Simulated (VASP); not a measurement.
Crystal: AlN.

```xyz
2
Lattice="0.0000 2.0345 2.0345 2.0345 0.0000 2.0345 2.0345 2.0345 0.0000" Properties=species:S:1:pos:R:3 pbc="T T T"
Al    2.0345    2.0345    2.0345
N     0.0000    0.0000    0.0000
```

- Program: VASP 6.6.1
- Task: relaxation of cell and atoms
- Functional: PBEsol
- Potentials or basis: VASP PAW PBE potentials, release 64 (Al, N)
- Cutoff: 600 eV
- k mesh: 10 × 10 × 10
- Occupations: gaussian, width 0.02 eV
- Spin: no spin polarisation

At the start: pressure -4.7 GPa; volume 8.42 Å³/atom.

**Question.** Where does the relaxation end?

**Answer.** Over 3 steps the energy falls by 2.3 meV/atom and the volume is 8.27 Å³/atom (-1.8 %); space group Fm-3m (No. 225, to 0.05 Å).

Step by step:
```tsv
step	energy change (eV)	largest force (eV/Å)	pressure (GPa)	volume (Å³)
1	0.0000	0.0000	-4.72	16.84
2	-0.0004	0.0000	4.78	16.25
3	-0.0047	0.0000	-0.01	16.53
```

Final structure:
```yaml
crystal:
  lattice:
    - [0.00000, 2.02196, 2.02196]
    - [2.02196, 0.00000, 2.02196]
    - [2.02196, 2.02196, 0.00000]
  atoms:
    - { symbol: Al, position: [0.50000, 0.50000, 0.50000] }
    - { symbol: N, position: [0.00000, 0.00000, 0.00000] }
```

Caveat: the PAW data sets were made with another functional, which shifts forces and pressure a little.
